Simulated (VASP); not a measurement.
Runs of VASP 6.6.1 on Se. The structure is that of space group P6/mmm (No. 191), or close to it. The cells are those of the table. This isn't the form of Se at room conditions, which is trigonal, of chains.

| task | cell | k mesh | cutoff (eV) | gap on the mesh (eV) | pressure (GPa) | relaxed volume (Å³/atom) |
| --- | --- | --- | --- | --- | --- | --- |
| relaxation of cell and atoms | relaxed from a = 7.332, b = 7.332, c = 2.362 Å, angles 90.0, 90.0, 120.0°, 3 atoms | 9 × 9 × 20 | 600 | none | 0.0 | 36.68 |
| single point | a = 6.725, b = 6.725, c = 2.386 Å, angles 90.0, 90.0, 120.0°, 3 atoms | 6 × 6 × 6 | 520 | none | 0.1 | - |
| single point | a = 5.574, b = 5.574, c = 3.417 Å, angles 90.0, 90.0, 120.0°, 3 atoms | 6 × 6 × 6 | 520 | none | -10.5 | - |
| relaxation of cell and atoms | relaxed from a = 6.725, b = 6.725, c = 2.386 Å, angles 90.0, 90.0, 120.0°, 3 atoms | 9 × 9 × 20 | 600 | none | 0.0 | (a) |

Alike in all rows: level PBE; potentials or basis VASP PAW PBE potentials, release 64 (Se); no spin polarisation; smearing gaussian 0.1 eV.

Q: Fill in the values left out.

A: (a) 37.02.

Caveats: some runs use coarse meshes; the cell stands under tension (at least some runs); the volume moved by over 15 % at a fixed basis, so the end points are rough (at least some runs).

A k mesh can miss the band edges, and the runs leave out spin-orbit coupling on Se.

A gap of «none» marks levels without a gap at the run's occupations.
